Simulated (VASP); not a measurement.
Write the native input for VASP 6.6.1 that does the following.

```
Task                   : single point
Functional             : PBE
Potentials or basis    : VASP PAW PBE potentials, release 64 (Se)
Cutoff                 : 520 eV
k mesh                 : 6 × 6 × 4
Occupations            : gaussian, width 0.05 eV
Spin                   : no spin polarisation
Dipole correction      : no
Further INCAR settings : ALGO = Normal; EDIFF = 1e-07; NBANDS = 16
```

The structure of Se lies in POSCAR:

```
Se
1.0
    4.4835523629      0.0000000000      0.0000000000
   -2.2417761815      3.8828702455      0.0000000000
    0.0000000000      0.0000000000      5.0670570358
Se
3
Direct
    0.2206067129      0.0000000000      0.8333333333
    0.0000000000      0.2206067129      0.1666666667
    0.7793932871      0.7793932871      0.5000000000
```

These files were run (other wordings do the same):

INCAR

```
ALGO     = Normal         # electronic algorithm
EDIFF    = 1E-7           # SCF threshold, eV
ENCUT    = 520            # plane-wave cutoff, eV
GGA      = PE             # functional
ISIF     = 2              # what is computed and relaxed
ISMEAR   = 0              # smearing method
LASPH    = True           # aspherical terms in the spheres
LCHARG   = True           # write CHGCAR
LELF     = True           # ELF
LREAL    = False          # projectors in reciprocal space
LVHAR    = True         
LWAVE    = False          # write WAVECAR
NBANDS   = 16             # bands
NELM     = 100            # most SCF steps
PREC     = Accurate       # precision mode
SIGMA    = 0.05           # smearing width, eV
```

KPOINTS

```
k-points
0
Gamma
  6 6 4
```

Potentials or basis: VASP PAW PBE potentials, release 64 (Se).

The run is started by

```sh
$ cat potpaw_PBE.64/Se/POTCAR > POTCAR
$ mpirun -np 1 vasp_std > vasp.out
```

It gave:

| Item | Value |
| --- | --- |
| Pressure | 0.0 GPa |
| Largest force | 0.012 eV/Å |
| Band gap on the k mesh | 0.96 eV, indirect (least direct gap 1.16 eV) |

It took 39 s on 1 thread of AMD EPYC 7R13 Processor (Zen 3), with other jobs on the host, peak memory 0.18 GiB.
